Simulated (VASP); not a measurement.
The system is Si4GePt.

```
CELL_PARAMETERS angstrom
2.60872 -4.18763 0.00000
2.60872 4.18763 0.00000
0.00000 0.00000 4.15372
ATOMIC_POSITIONS crystal
Si 0.33806 0.66194 0.00000
Si 0.66194 0.33806 0.00000
Si 0.50000 0.00000 0.50000
Si 0.00000 0.50000 0.50000
Ge 0.00000 0.00000 0.00000
Pt 0.50000 0.50000 0.50000
```

The cell was generated, and may not be a known phase.

| Item | Value |
| --- | --- |
| Program | VASP 6.6.1 |
| Task | relaxation of cell and atoms |
| Functional | PBE |
| Potentials or basis | VASP PAW PBE potentials, release 64 (Si, Ge_d, Pt_sv_GW) |
| Cutoff | 570 eV |
| k mesh | 4 × 4 × 4 |
| Occupations | gaussian, width 0.1 eV |
| Spin | no spin polarisation |

At the start: pressure 15.4 GPa; volume 15.13 Å³/atom.

Problem. Where does the relaxation end?

Solution. Over 46 steps the energy falls by 153.1 meV/atom and the volume is 16.89 Å³/atom (+11.7 %); space group Cmmm (No. 65, to 0.1 Å) before and after.

The path:
```tsv
step	energy change (eV)	largest force (eV/Å)	pressure (GPa)	volume (Å³)
1	0.0000	0.9245	15.38	90.75
3	-0.5793	0.2385	-0.47	103.14
5	-0.7717	0.1640	-0.47	102.17
7	-0.8080	0.0331	-0.31	101.72
9	-0.8159	0.0054	0.05	101.48
11	-0.8184	0.0249	0.05	101.82
13	-0.8214	0.0234	-0.25	102.09
15	-0.8229	0.0424	-0.50	102.34
17	-0.8246	0.0864	-0.07	101.96
19	-0.8311	0.2950	0.68	101.19
21	-0.8143	0.4664	5.60	97.65
23	-0.8626	0.3876	2.70	99.51
25	-0.8637	0.3806	2.81	99.44
27	-0.8654	0.3721	2.97	99.38
29	-0.8758	0.3409	2.53	99.80
31	-0.9028	0.2165	0.82	101.46
33	-0.9089	0.1301	-0.38	102.68
35	-0.9099	0.1185	-0.41	102.69
37	-0.9134	0.0532	-0.12	102.12
39	-0.9142	0.0555	-0.07	102.06
41	-0.9159	0.0049	0.76	100.87
43	-0.9169	0.0125	0.44	101.25
45	-0.9182	0.0552	-0.08	101.41
46	-0.9184	0.0375	0.07	101.37
```

Final structure:
```xyz
6
Lattice="2.9360 -4.2185 0.0000 2.9360 4.2185 0.0000 0.0000 0.0000 4.0923" Properties=species:S:1:pos:R:3 pbc="T T T"
Si    2.9360    1.5725    0.0000
Si    2.9360   -1.5725    0.0000
Si    1.4680   -2.1092    2.0461
Si    1.4680    2.1092    2.0461
Ge    0.0000    0.0000    0.0000
Pt    2.9360    0.0000    2.0461
```

Caveat: the k points lie up to 0.38 Å⁻¹ apart in the final cell, too coarse for converged energies and pressures of a metal.
